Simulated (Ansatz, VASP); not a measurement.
One calculation of Ge, two programs

File INCAR:

```
ALGO = Normal
DIPOL = 0.5 0.5 0.500
EDIFF = 1E-6
ENCUT = 520
GGA = PE
IDIPOL = 3
ISIF = 2
ISMEAR = 0
LASPH = T
LCHARG = F
LDIPOL = T
LREAL = F
LWAVE = F
NBANDS = 21
NELM = 80
PREC = Accurate
SIGMA = 0.1
```

Contents of KPOINTS:

```
k-points
0
Gamma
  12 12 1
```

POSCAR

```
Ge
1.0
    4.1810000000      0.0000000000      0.0000000000
   -2.0905000000      3.6208522132      0.0000000000
    0.0000000000      0.0000000000     28.0000000000
Ge
2
Direct
    0.3333333333      0.6666666667      0.5103928571
    0.6666666667      0.3333333333      0.4896071429
```

Input for Ansatz:

```yaml
crystal:
  lattice:
    - [4.181, 0.0, 0.0]
    - [-2.0905, 3.6208522132, 0.0]
    - [0.0, 0.0, 28.0]
  atoms:
    - { symbol: Ge, position: [0.3333333333, 0.6666666667, 0.5103928571] }
    - { symbol: Ge, position: [0.6666666667, 0.3333333333, 0.4896071429] }
  periodic: [true, true, false]
basis:
  ecutwfc: 420
kpoints:
  mp_grid: { grid: [12, 12, 1] }
hamiltonian:
  xc: pbe
  pseudopotentials: { kind: paw, azcp: { folder: soft_1 } }
scf:
  occupations: { method: gaussian, width: 0.1 }
output:
  forces: true
  stress: true
  eigenvalues: true
```

Alike in both runs: task single point; functional PBE; k mesh 12 × 12 × 1; occupations gaussian, width 0.1 eV; no spin polarisation.

```csv
,VASP,Ansatz
version,VASP 6.6.1,Ansatz 0.2.0
potentials or method,"VASP PAW PBE potentials, release 64 (Ge_d), cutoff 520 eV","scalar-relativistic, plane waves, PAW"
valence electrons in the cell,28,28
```

```csv
,VASP,Ansatz,Ansatz less VASP
gap on the k mesh at the Fermi level (eV),none,none,-
rms of the force components (eV/Å),0.097,0.095,-0.0021
```

Atom by atom the forces differ by 0.002 eV/Å (rms over components). A gap of «none» marks a metal or a gap that the smearing closes. With one functional, cell and mesh, what is left measures potentials, basis and numerics.
